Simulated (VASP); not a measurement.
Write the native input for VASP 6.6.1 that does the following.

```
Task                   : single point
Functional             : PBEsol
Potentials or basis    : VASP PAW PBE potentials, release 64 (Al, Cu)
Cutoff                 : 520 eV
k mesh                 : 10 × 10 × 6
Occupations            : gaussian, width 0.1 eV
Spin                   : no spin polarisation
Dipole correction      : no
Further INCAR settings : ALGO = Fast; EDIFF = 1e-06; NBANDS = 26
```

The structure of Al2Cu lies in POSCAR:

```
Al2Cu
1.0
    2.8488629235      2.8488629235      0.0000000000
   -2.8488629235      2.8488629235      0.0000000000
    0.0000000000      0.0000000000      5.8408847880
Al Cu
4 2
Direct
    0.5000000000      0.0000000000      0.2500000000
    0.0000000000      0.5000000000      0.2500000000
    0.0000000000      0.5000000000      0.7500000000
    0.5000000000      0.0000000000      0.7500000000
    0.0000000000      0.0000000000      0.5000000000
    0.5000000000      0.5000000000      0.0000000000
```

This cell differs from its parent crystal: uniaxial strain along c: +2.0 %.

The input as run:

INCAR

```
SYSTEM = Al2Cu
PREC = Accurate ; ENCUT = 520
EDIFF = 1E-6 ; ISMEAR = 0
SIGMA = 0.1 ; LREAL = .False.
LASPH = .True. ; NELM = 100
ALGO = Fast ; ISIF = 2
LWAVE = .False. ; LCHARG = .False.
GGA = PS ; NBANDS = 26
```

KPOINTS

```
Automatic mesh
0
Gamma
  10 10 6
  0 0 0
```

Potentials or basis: VASP PAW PBE potentials, release 64 (Al, Cu).

Command:

```bash
$ cat potpaw_PBE.64/Al/POTCAR potpaw_PBE.64/Cu/POTCAR > POTCAR
$ mpirun -np 1 vasp_std > vasp.out
```

Results of the run:

```yaml
Pressure: 0.4 GPa
Band_gap_on_the_k_mesh: zero (band 17 reaches 8.60 eV, above the bottom of band 18 at 4.51 eV)
```

Caveat: the cell differs from its parent crystal (uniaxial strain along c: +2.0 %); the PAW data sets were made with another functional, which shifts forces and pressure a little.

Wall time 4.3 min on 1 thread of Intel(R) Xeon(R) Platinum 8259CL CPU @ 2.50GHz (Skylake/Cascade Lake), on a shared host, peak memory 0.32 GiB.
